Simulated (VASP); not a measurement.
Write the native input for VASP 6.6.1 that does the following.

```yaml
Task: relaxation of cell and atoms
Functional: PBE
Potentials_or_basis: VASP PAW PBE potentials, release 64 (Sn_d, Bi_d, Te)
Cutoff: 600 eV
k_mesh: 6 × 6 × 2
Occupations: gaussian, width 0.1 eV
Spin: no spin polarisation
Dipole_correction: no
Further_INCAR_settings: ALGO = Fast; EDIFF = 1e-06; IBRION = 2; EDIFFG = -0.04; NSW = 90; ISIF = 3
```

The structure of Sn2Bi2Te lies in POSCAR:

```
Sn2Bi2Te
1.0
    4.6150927800      0.0000000000      0.0000000000
   -2.3075463900      3.9967875900      0.0000000000
    0.0000000000      0.0000000000      9.5135790000
Sn Bi Te
2 2 1
Direct
    0.3333333300      0.6666666700      0.0793544700
    0.6666666700      0.3333333300      0.0793544700
    0.3333333300      0.6666666700      0.4738880600
    0.6666666700      0.3333333300      0.4738880600
    0.0000000000      0.0000000000      0.2969180000
```

The cell was built from a structure type or drawn by symmetry, and may not be a known phase.

One way to write it, as run:

INCAR

```
ALGO = Fast
EDIFF = 1E-6
EDIFFG = -0.04
ENCUT = 600
GGA = PE
IBRION = 2
ISIF = 3
ISMEAR = 0
LASPH = True
LCHARG = False
LREAL = False
LWAVE = False
NELM = 80
NSW = 90
PREC = Accurate
SIGMA = 0.1
```

KPOINTS

```
k-points
0
Gamma
  6 6 2
```

Potentials or basis: VASP PAW PBE potentials, release 64 (Sn_d, Bi_d, Te).

Command:

```bash
$ cat potpaw_PBE.64/Sn_d/POTCAR potpaw_PBE.64/Bi_d/POTCAR potpaw_PBE.64/Te/POTCAR > POTCAR
$ mpirun -np 1 vasp_std > vasp.out
```

It gave:

```
Relaxed volume                        : 42.30 Å³/atom
Relaxed cell                          : a = 5.559 Å, b = 5.559 Å, c = 7.903 Å, α = 90.00°, β = 90.00°, γ = 120.00°
Space group after relaxing (to 0.1 Å) : P6mm (No. 183)
Energy gained by relaxing             : 889.5 meV/atom
Ionic steps                           : 22
Pressure after relaxing               : 0.0 GPa
Band gap on the k mesh                : zero (bands 32 and 33 overlap by 1.10 eV)
```

Caveat: the volume moved by over 15 % at a fixed basis, so the end points are rough; spin-orbit coupling is left out, which moves the levels of the heavy elements.

Run time: 28 min on 1 thread of Intel(R) Xeon(R) 6975P-C (Granite Rapids) (shared host), peak memory 0.48 GiB.
